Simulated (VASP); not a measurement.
Write the native input for VASP 6.6.1 that does the following.

```yaml
Task: single point
Functional: PBEsol
Potentials_or_basis: VASP PAW PBE potentials, release 64 (Al)
Cutoff: 520 eV
k_mesh: 9 × 9 × 9
Occupations: methfessel-paxton, width 0.1 eV
Spin: no spin polarisation
Dipole_correction: no
Further_INCAR_settings: ALGO = Normal; EDIFF = 1e-07; NBANDS = 8
```

The structure of Al lies in POSCAR:

```
Al
1.0
    0.0000000000      1.8228186162      1.8228186162
    1.8228186162      0.0000000000      1.8228186162
    1.8228186162      1.8228186162      0.0000000000
Al
1
Direct
    0.0000000000      0.0000000000      0.0000000000
```

One way to write it, as run:

INCAR

```
SYSTEM = Al
  ALGO = Normal
  EDIFF = 1E-7
  ENCUT = 520
  GGA = PS
  ISIF = 2
  ISMEAR = 1
  LASPH = .TRUE.
  LCHARG = .FALSE.
  LREAL = .FALSE.
  LWAVE = .FALSE.
  NBANDS = 8
  NELM = 60
  PREC = Accurate
  SIGMA = 0.1
```

KPOINTS

```
k-points
0
G
  9 9 9
  0 0 0
```

Potentials or basis: VASP PAW PBE potentials, release 64 (Al).

Launch:

```sh
$ cat potpaw_PBE.64/Al/POTCAR > POTCAR
$ mpirun -np 1 vasp_std > vasp.out
```

Results of the run:

The pressure is 45.3 GPa.

Caveat: the PAW data sets were made with another functional, which shifts forces and pressure a little.

It took 2.1 s on 1 thread of Intel(R) Xeon(R) 6975P-C (Granite Rapids) (shared host), peak memory 0.11 GiB.
